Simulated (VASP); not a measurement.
# CsPbBr3 (Pm-3m) in VASP: a series of runs

Aim: see how the results for CsPbBr3 move with the level of theory and the settings. Levels: LDA, PBEsol. Tasks: single point.

Everything below comes from runs of VASP 6.6.1. Logs are shortened: lines on timing, memory, paths and dates and some standing lists are left out, and cuts for length are marked.

**1. The cell of the first run**

It takes space group Pm-3m (No. 221, cubic). The conventional cell has a = 5.909 Å, b = 5.909 Å, c = 5.909 Å, α = 90.00°, β = 90.00°, γ = 90.00°. Within 3.9 Å of Pb (site symmetry m-3m) lie 6 Br at 2.95 Å. Within 5.5 Å of Cs (site symmetry m-3m) lie 12 Br at 4.18 Å and 8 Pb at 5.12 Å. Within 3.9 Å of Br (site symmetry 4/mmm) lie 2 Pb at 2.95 Å.

**2. Single point, LDA**

Contents of INCAR:

```
PREC     = Accurate       # precision mode
ENCUT    = 520            # plane-wave cutoff, eV
EDIFF    = 1E-7           # SCF threshold, eV
ISMEAR   = -1             # smearing method
SIGMA    = 0.05           # smearing width, eV
LREAL    = False          # projectors in reciprocal space
LASPH    = True           # aspherical terms in the spheres
NELM     = 100            # most SCF steps
ALGO     = Normal         # electronic algorithm
ISIF     = 2              # what is computed and relaxed
LWAVE    = False          # write WAVECAR
LCHARG   = False          # write CHGCAR
NBANDS   = 30             # bands
```

Contents of KPOINTS:

```
Automatic mesh
0
Gamma
  5 5 5
```

Contents of POSCAR:

```
CsPbBr3
1.0
    5.9088753051      0.0000000000      0.0000000000
    0.0000000000      5.9088753051      0.0000000000
    0.0000000000      0.0000000000      5.9088753051
Pb Cs Br
1 1 3
Direct
    0.5000000000      0.5000000000      0.5000000000
    0.0000000000      0.0000000000      0.0000000000
    0.5000000000      0.5000000000      0.0000000000
    0.5000000000      0.0000000000      0.5000000000
    0.0000000000      0.5000000000      0.5000000000
```

Potentials or basis: VASP PAW LDA potentials, release 64 (Pb_d, Cs_sv, Br).

Command:

```sh
$ cat potpaw_LDA.64/Pb_d/POTCAR potpaw_LDA.64/Cs_sv/POTCAR potpaw_LDA.64/Br/POTCAR > POTCAR
$ mpirun -np 1 vasp_std > vasp.out
```

OUTCAR:

```text
PREC = Accurate
   ENCUT = 520
   EDIFF = 1E-7
   ISMEAR = -1
   LREAL = False
   LASPH = True
   NELM = 100
   ISIF = 2

 ion  position               nearest neighbor table
   1  0.500  0.500  0.500-   3 2.95   4 2.95   5 2.95   3 2.95   4 2.95   5 2.95
   2  0.000  0.000  0.000-
   3  0.500  0.500  0.000-   1 2.95   1 2.95
   4  0.500  0.000  0.500-   1 2.95   1 2.95
   5  0.000  0.500  0.500-   1 2.95   1 2.95

  LATTYP: Found a simple cubic cell.
 ALAT       =     5.9088753051

  Lattice vectors:

 A1 = (   5.9088753051,   0.0000000000,   0.0000000000)
 A2 = (   0.0000000000,   5.9088753051,   0.0000000000)
 A3 = (   0.0000000000,   0.0000000000,   5.9088753051)

Analysis of symmetry for initial positions (statically):
=====================================================================
 Subroutine PRICEL returns:
 Original cell was already a primitive cell.

 Routine SETGRP: Setting up the symmetry group for a
 simple cubic supercell.

 Subroutine GETGRP returns: Found 48 space group operations
[... 9 lines left out ...]

 Routine SETGRP: Setting up the symmetry group for a
 simple cubic supercell.

 Subroutine GETGRP returns: Found 48 space group operations
[... 11 lines left out ...]
                                     Primitive cell

  volume of cell :     206.3072

  direct lattice vectors                    reciprocal lattice vectors
     5.908875305  0.000000000  0.000000000     0.169236944  0.000000000  0.000000000
     0.000000000  5.908875305  0.000000000     0.000000000  0.169236944  0.000000000
     0.000000000  0.000000000  5.908875305     0.000000000  0.000000000  0.169236944

  length of vectors
     5.908875305  5.908875305  5.908875305     0.169236944  0.169236944  0.169236944

  position of ions in fractional coordinates (direct lattice)
     0.500000000  0.500000000  0.500000000
     0.000000000  0.000000000  0.000000000
     0.500000000  0.500000000  0.000000000
     0.500000000  0.000000000  0.500000000
     0.000000000  0.500000000  0.500000000

  ion indices of the primitive-cell ions
   primitive index   ion index
                 1           1
                 2           2
                 3           3
                 4           4
                 5           5

----------------------------------------------------------------------------------------

 KPOINTS: Automatic mesh

Automatic generation of k-mesh.
 Grid dimensions read from file:
 generate k-points for:    5    5    5

 Generating k-lattice:

  Cartesian coordinates                     Fractional coordinates (reciprocal lattice)
     0.033847389  0.000000000  0.000000000     0.200000000  0.000000000  0.000000000
     0.000000000  0.033847389  0.000000000     0.000000000  0.200000000  0.000000000
     0.000000000  0.000000000  0.033847389     0.000000000  0.000000000  0.200000000

  Length of vectors
     0.033847389  0.033847389  0.033847389

  Shift w.r.t. Gamma in fractional coordinates (k-lattice)
     0.000000000  0.000000000  0.000000000

 Subroutine IBZKPT returns following result:
 ===========================================

 Found     10 irreducible k-points:

 Following reciprocal coordinates:
            Coordinates               Weight
  0.000000  0.000000  0.000000      1.000000
  0.200000  0.000000  0.000000      6.000000
  0.400000  0.000000  0.000000      6.000000
  0.200000  0.200000  0.000000     12.000000
  0.400000  0.200000  0.000000     24.000000
  0.400000  0.400000  0.000000     12.000000
  0.200000  0.200000  0.200000      8.000000
  0.400000  0.200000  0.200000     24.000000
  0.400000  0.400000  0.200000     24.000000
  0.400000  0.400000  0.400000      8.000000
   k-points           NKPTS =     10   k-points in BZ     NKDIM =     10   number of bands    NBANDS=     30
   number of dos      NEDOS =    301   number of ions     NIONS =      5
   total plane-waves  NPLWV = 110592
   dimension x,y,z NGX =    48 NGY =   48 NGZ =   48
   dimension x,y,z NGXF=    96 NGYF=   96 NGZF=   96
   ions per type =               1   1   3
   NGX,Y,Z   is equivalent  to a cutoff of  13.50, 13.50, 13.50 a.u.
   NGXF,Y,Z  is equivalent  to a cutoff of  27.01, 27.01, 27.01 a.u.
 SYSTEM =  unknown system
   PREC   = accura    normal or accurate (medium, high low for compatibility)
   ISTART =      0    job   : 0-new  1-cont  2-samecut
   ICHARG =      2    charge: 1-file 2-atom 10-const
   ISPIN  =      1    spin polarized calculation?
   LNONCOLLINEAR =      F non collinear calculations
   LSORBIT =      F    spin-orbit coupling
   LASPH  =      T    aspherical Exc in radial PAW
   ENCUT  =  520.0 eV  38.22 Ry    6.18 a.u.  10.99 10.99 10.99*2*pi/ulx,y,z
   NELM   =    100;   NELMIN=  2; NELMDL= -5     # of ELM steps
   EDIFF  = 0.1E-06   stopping-criterion for ELM
   LREAL  =      F    real-space projection
   EDIFFG = 0.1E-05   stopping-criterion for IOM
   NSW    =      0    number of steps for IOM
   IBRION =     -1    ionic relax: 0-MD 1-quasi-New 2-CG
   NFREE  =      0    steps in history (QN), initial steepest desc. (CG)
   ISIF   =      2    stress and relaxation
   ISYM   =      2    0-nonsym 1-usesym 2-fastsym
   POTIM  = 0.5000    time-step for ionic-motion
   TEBEG  =    0.0;   TEEND  =   0.0 temperature during run
   PSTRESS=    0.0 pullay stress
   NELECT =      44.0000    total number of electrons
   NUPDOWN=      -1.0000    fix difference up-down
   EMIN   =  10.00;   EMAX   =-10.00  energy-range for DOS
   EFERMI =   0.00;   METHOD = LEGACY
   ISMEAR =    -1;   SIGMA  =   0.05  broadening in eV -4-tet -1-fermi 0-gaus
   EFERMI_NEDOS =   21; number of points for ismear=-14 and -15
   IALGO  =     38    algorithm
   IMIX   =      4    mixing-type and parameters
     AMIX     =   0.40;   BMIX     =  1.00
     AMIX_MAG =   1.60;   BMIX_MAG =  1.00
  volume/ion in A,a.u.               =      41.26       278.45
  Fermi-wavevector in a.u.,A,eV,Ry     =   0.978110  1.848359 13.016674  0.956699
  Thomas-Fermi vector in A             =   2.108860
   LORBIT       =      0    0 simple, 1 ext, 2 COOP (PROOUT), +10 PAW based schemes
   GGA     = CA    functional components
   LHFCALC =     F    Hartree Fock is set to
   AEXX    =    0.0000 exact exchange contribution
   IVDW    =     0    specifies the selected vdW correction
   LEPSILON=     F    determine dielectric tensor
   LRPA    =     F    only Hartree local field effects (RPA)
 non-spin polarized calculation
  energy-cutoff  :      520.00
  volume of cell :      206.31
 maximum number of plane-waves:      5595
 NGX is ok and might be reduce to    48
   NGX = 21   NGY = 21   NGZ = 21

 number of electron      43.9999993 magnetization

 Free energy of the ion-electron system (eV)
  ---------------------------------------------------
  ext. energy  EPLUGINS =         0.00000000
  ---------------------------------------------------
  free energy    TOTEN  =       -17.79208642 eV

  energy without entropy =      -17.79208642  energy(sigma->0) =      -17.79208642

 E-fermi :   1.3418     XC(G=0):  -7.9786

 val. band max:        0.2821818769   @ k =   0.4000   0.4000   0.4000
 cond. band min:       2.8326664402   @ k =   0.4000   0.4000   0.4000
 fundamental gap:      2.5504845633
 Fermi energy:         1.3418360502

 k-point     1 :       0.0000    0.0000    0.0000
  band No.  band energies     occupation
      1     -20.3781      2.00000
      2     -15.8343      2.00000
      3     -15.8343      2.00000
      4     -15.6773      2.00000
      5     -15.6773      2.00000
      6     -15.6773      2.00000
[... 22 lines left out ...]
     29       6.7487      0.00000
     30       6.7487      0.00000

 k-point     2 :       0.2000    0.0000    0.0000
  band No.  band energies     occupation
      1     -20.3777      2.00000
      2     -15.8343      2.00000
      3     -15.8142      2.00000
      4     -15.6777      2.00000
      5     -15.6777      2.00000
      6     -15.6774      2.00000
[... 22 lines left out ...]
     29       5.8963      0.00000
     30       6.7181      0.00000

 k-point     3 :       0.4000    0.0000    0.0000
  band No.  band energies     occupation
      1     -20.3772      2.00000
      2     -15.8342      2.00000
      3     -15.7808      2.00000
      4     -15.6782      2.00000
      5     -15.6782      2.00000
      6     -15.6774      2.00000
[... 22 lines left out ...]
     29       6.1531      0.00000
     30       7.1236      0.00000

 k-point     4 :       0.2000    0.2000    0.0000
  band No.  band energies     occupation
      1     -20.3774      2.00000
      2     -15.8244      2.00000
      3     -15.8035      2.00000
      4     -15.6780      2.00000
      5     -15.6777      2.00000
      6     -15.6777      2.00000
[... 22 lines left out ...]
     29       6.0882      0.00000
     30       6.5237      0.00000

 k-point     5 :       0.4000    0.2000    0.0000
  band No.  band energies     occupation
      1     -20.3768      2.00000
      2     -15.8211      2.00000
      3     -15.7726      2.00000
      4     -15.6785      2.00000
      5     -15.6782      2.00000
      6     -15.6777      2.00000
[... 22 lines left out ...]
     29       6.3930      0.00000
     30       6.8735      0.00000

 k-point     6 :       0.4000    0.4000    0.0000
  band No.  band energies     occupation
      1     -20.3764      2.00000
      2     -15.8088      2.00000
      3     -15.7494      2.00000
      4     -15.6791      2.00000
      5     -15.6782      2.00000
      6     -15.6782      2.00000
[... 22 lines left out ...]
     29       6.6273      0.00000
     30       6.8081      0.00000

 k-point     7 :       0.2000    0.2000    0.2000
  band No.  band energies     occupation
      1     -20.3771      2.00000
      2     -15.8034      2.00000
      3     -15.8034      2.00000
      4     -15.6780      2.00000
      5     -15.6780      2.00000
      6     -15.6780      2.00000
[... 22 lines left out ...]
     29       6.4970      0.00000
     30       6.4970      0.00000

 k-point     8 :       0.4000    0.2000    0.2000
  band No.  band energies     occupation
      1     -20.3766      2.00000
      2     -15.8034      2.00000
      3     -15.7686      2.00000
      4     -15.6785      2.00000
      5     -15.6785      2.00000
      6     -15.6780      2.00000
[... 22 lines left out ...]
     29       6.7172      0.00000
     30       6.8597      0.00000

 k-point     9 :       0.4000    0.4000    0.2000
  band No.  band energies     occupation
      1     -20.3761      2.00000
      2     -15.7865      2.00000
      3     -15.7494      2.00000
      4     -15.6791      2.00000
      5     -15.6785      2.00000
      6     -15.6785      2.00000
[... 22 lines left out ...]
     29       6.5063      0.00000
     30       6.7313      0.00000

 k-point    10 :       0.4000    0.4000    0.4000
  band No.  band energies     occupation
      1     -20.3757      2.00000
      2     -15.7494      2.00000
      3     -15.7494      2.00000
      4     -15.6791      2.00000
      5     -15.6791      2.00000
      6     -15.6791      2.00000
[... 22 lines left out ...]
     29       6.1376      0.00000
     30       7.1270      0.00000

------------------------ aborting loop because EDIFF is reached ----------------------------------------

  FORCE on cell =-STRESS in cart. coord.  units (eV):
  Direction    XX          YY          ZZ          XY          YZ          ZX
  --------------------------------------------------------------------------------------
  -------------------------------------------------------------------------------------
  Total       -1.9921984     -1.9921984     -1.9921984     -0.0000000     -0.0000000     -0.0000000
  in kB      -15.4713672    -15.4713672    -15.4713672     -0.0000000     -0.0000000     -0.0000000
  external PRESSURE =     -15.4713672 kB  Pullay stress =       0.0000000 kB

 VOLUME and BASIS-vectors are now :
 -----------------------------------------------------------------------------
  energy-cutoff  :      520.00
  volume of cell :      206.31
      direct lattice vectors                 reciprocal lattice vectors
     5.908875305  0.000000000  0.000000000     0.169236944  0.000000000  0.000000000
     0.000000000  5.908875305  0.000000000     0.000000000  0.169236944  0.000000000
     0.000000000  0.000000000  5.908875305     0.000000000  0.000000000  0.169236944

 POSITION                                       TOTAL-FORCE (eV/Angst)
 -----------------------------------------------------------------------------------
      2.95444      2.95444      2.95444         0.000000      0.000000      0.000000
      0.00000      0.00000      0.00000         0.000000      0.000000      0.000000
      2.95444      2.95444      0.00000         0.000000      0.000000      0.000000
      2.95444      0.00000      2.95444         0.000000      0.000000      0.000000
      0.00000      2.95444      2.95444         0.000000      0.000000      0.000000
 -----------------------------------------------------------------------------------
    total drift:                                0.000000     -0.000000     -0.000000

  FREE ENERGIE OF THE ION-ELECTRON SYSTEM (eV)
  ---------------------------------------------------
  free  energy   TOTEN  =       -17.7920864227 eV

  energy  without entropy=      -17.7920864226  energy(sigma->0) =      -17.79208642
```

Run time: 31 s. Hardware: 1 thread of Intel Xeon 6975P-C (Granite Rapids), shared host; peak memory 0.28 GiB.

What came out:

| Property | Result |
| --- | --- |
| Free energy | -17.7921 eV |
| Pressure | -1.5 GPa |
| Band gap on the k mesh | 2.55 eV, direct |

Levels at points of the mesh, in eV from the valence-band top:
```tsv
k point	band 19	band 20	band 21	band 22	band 23	band 24	band 25	band 26
(0.00, 0.00, 0.00)	-1.38	-1.27	-1.27	-1.27	3.39	4.61	4.61	5.41
```

Caveat: spin-orbit coupling is left out, which moves the levels of the heavy elements.

(Part 1 of 3 ends here.)
